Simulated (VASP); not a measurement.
# NaI: single point with PBE

The system is NaI.

```
Na I
1.0
    -0.06643    3.54319    3.54319
     3.54319   -0.06643    3.54319
     3.47676    3.47676    0.00000
Na I
1 1
Direct
  0.99574 0.99574 0.00426
  0.25426 0.25426 0.24574
```

This cell differs from its parent crystal: shear xy strain -3.8%.

- Program: VASP 6.6.1
- Task: single point
- Functional: PBE
- Potentials or basis: VASP PAW PBE potentials, release 64 (Na_pv, I)
- Cutoff: 520 eV
- k mesh: 6 × 6 × 6
- Occupations: fermi-dirac, width 0.02 eV
- Spin: no spin polarisation

- Pressure: 0.4 GPa
- Largest force: 0.003 eV/Å
- Band gap on the k mesh: 3.76 eV

Forces in eV/Å, atoms in the order of the input:
```
Na   0.000  0.000 -0.003
I    0.000  0.000  0.003
```

Stress tensor (GPa, compression positive):
```
0.38 0.11 0.00
0.11 0.38 0.00
0.00 0.00 0.37
```

Levels at points of the mesh, in eV from the valence-band top:
```csv
k point,band 4,band 5,band 6,band 7,band 8,band 9,band 10,band 11
"(0.00, 0.00, 0.00)",-10.49,-0.11,-0.06,0.00,3.76,7.68,7.85,8.01
"(0.50, 0.00, 0.00)",-10.37,-1.29,-0.18,-0.13,5.38,7.57,7.63,7.75
"(0.50, 0.50, 0.00)",-10.32,-1.19,-0.52,-0.38,5.12,6.15,8.97,10.30
"(0.00, 0.00, 0.50)",-10.35,-1.27,-0.24,-0.20,5.33,7.47,7.61,7.72
"(0.50, 0.00, 0.50)",-10.32,-1.19,-0.45,-0.45,5.13,6.14,8.95,10.38
```

It took 64 s on 1 thread of Intel(R) Xeon(R) Platinum 8488C (Sapphire Rapids), on a shared host, peak memory 0.25 GiB.

Caveat: the cell differs from its parent crystal (shear xy strain -3.8%); spin-orbit coupling is left out, which moves the levels of the heavy elements.
